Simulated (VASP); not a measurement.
**Al2Ru: single point with LDA**

Crystal: Al2Ru.

```
Al Ru
1.0
    -1.45810    1.45810    3.92912
     1.45810   -1.45810    3.92912
     1.45810    1.45810   -3.92912
Al Ru
2 1
Cartesian
  0.0000 0.0000 5.1793
  0.0000 0.0000 2.6790
  0.0000 0.0000 0.0000
```

| Property | Result |
| --- | --- |
| Program | VASP 6.6.1 |
| Task | single point |
| Functional | LDA |
| Potentials or basis | VASP PAW LDA potentials, release 64 (Al, Ru_pv) |
| Cutoff | 520 eV |
| k mesh | 20 × 20 × 20 |
| Occupations | gaussian, width 0.15 eV |
| Spin | collinear spin, ferromagnetic start |
| Starting moments | [0.0, 0.0, 1.312] μB |
| Fixed moment | 1.3125 μB |
| Dipole correction | no |
| Further INCAR settings | ALGO = Fast; EDIFF = 1e-07; NBANDS = 21 |

```yaml
Pressure: 59.0 GPa
Largest_force: 0.677 eV/Å
Net_moment: 1.31 μB per cell
Site_moments: Al +0.08; Ru +0.76 μB
Valence_electrons_inside_the_program's_atomic_spheres: Al 0.97; Ru 13.28
```

Forces in eV/Å, atoms in the order of the input:
```
Al   0.000  0.000  0.677
Al   0.000  0.000 -0.677
Ru   0.000  0.000  0.000
```

Stress tensor (GPa, compression positive):
```
61.21  0.00  0.00
 0.00 61.21  0.00
 0.00  0.00 54.49
```

It took 33 min on 1 thread of Oxide Virtual Turin-like Processor (shared host), peak memory 0.68 GiB.

Caveat: the stress differs along the axes, from 54 to 61 GPa; the total moment is fixed, so each spin has its own Fermi level and the state may be an excited one.
